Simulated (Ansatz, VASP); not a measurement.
**Ga2O3 in VASP and in Ansatz**

INCAR

```
ALGO = Normal
EDIFF = 1E-7
ENCUT = 520
GGA = PE
ISIF = 2
ISMEAR = 0
LASPH = T
LCHARG = T
LELF = T
LREAL = F
LVHAR = T
LWAVE = F
NBANDS = 55
NELM = 100
PREC = Accurate
SIGMA = 0.05
```

File KPOINTS:

```
k-points
0
Gamma
  6 6 6
```

Contents of POSCAR:

```
Ga2O3
1.0
    2.4655064421      1.4234608080      4.4275093335
   -2.4655064421      1.4234608080      4.4275093335
    0.0000000000     -2.8469216161      4.4275093334
Ga O
4 6
Direct
    0.3558687539      0.3558687539      0.3558687539
    0.1441312461      0.1441312461      0.1441312461
    0.6441312461      0.6441312461      0.6441312461
    0.8558687539      0.8558687539      0.8558687539
    0.5531733332      0.9468266668      0.2500000000
    0.2500000000      0.5531733332      0.9468266668
    0.9468266668      0.2500000000      0.5531733332
    0.4468266668      0.0531733332      0.7500000000
    0.7500000000      0.4468266668      0.0531733332
    0.0531733332      0.7500000000      0.4468266668
```

Input for Ansatz:

```yaml
crystal:
  lattice:
    - [2.4655064421, 1.423460808, 4.4275093335]
    - [-2.4655064421, 1.423460808, 4.4275093335]
    - [0.0, -2.8469216161, 4.4275093334]
  atoms:
    - { symbol: Ga, position: [0.3558687539, 0.3558687539, 0.3558687539] }
    - { symbol: Ga, position: [0.1441312461, 0.1441312461, 0.1441312461] }
    - { symbol: Ga, position: [0.6441312461, 0.6441312461, 0.6441312461] }
    - { symbol: Ga, position: [0.8558687539, 0.8558687539, 0.8558687539] }
    - { symbol: O, position: [0.5531733332, 0.9468266668, 0.25] }
    - { symbol: O, position: [0.25, 0.5531733332, 0.9468266668] }
    - { symbol: O, position: [0.9468266668, 0.25, 0.5531733332] }
    - { symbol: O, position: [0.4468266668, 0.0531733332, 0.75] }
    - { symbol: O, position: [0.75, 0.4468266668, 0.0531733332] }
    - { symbol: O, position: [0.0531733332, 0.75, 0.4468266668] }
basis:
  ecutwfc: 420
kpoints:
  mp_grid: { grid: [6, 6, 6] }
hamiltonian:
  xc: pbe
scf:
  occupations: { method: gaussian, width: 0.05 }
output:
  forces: true
  stress: true
  eigenvalues: true
```

Change from the starting cell: strain -0.025 along x and y, -0.025 along z, atoms carried along.

Alike in both runs: task single point; functional PBE; k mesh 6 × 6 × 6; occupations gaussian, width 0.05 eV; no spin polarisation.

|  | VASP | Ansatz |
| --- | --- | --- |
| version | VASP 6.6.1 | Ansatz 0.2.0 |
| potentials or method | VASP PAW PBE potentials, release 64 (Ga_d, O), cutoff 520 eV | scalar-relativistic, plane waves, PAW |
| valence electrons in the cell | 88 | 88 |

VASP gave:

* gap on the k mesh at the Fermi level (eV): 3.21
* least direct gap on the mesh (eV): 3.48
* pressure (GPa): 19.2
* traceless stress, the component that is largest in VASP (GPa): -1.62
* rms of the force components (eV/Å): 0.008

Problem. What did Ansatz give for the same quantities?

Solution. gap on the k mesh at the Fermi level (eV): 3.21; least direct gap on the mesh (eV): 3.48; pressure (GPa): 18.1; traceless stress, the component that is largest in VASP (GPa): -1.55; rms of the force components (eV/Å): 0.003.

Atom by atom the forces differ by 0.011 eV/Å (rms over components).
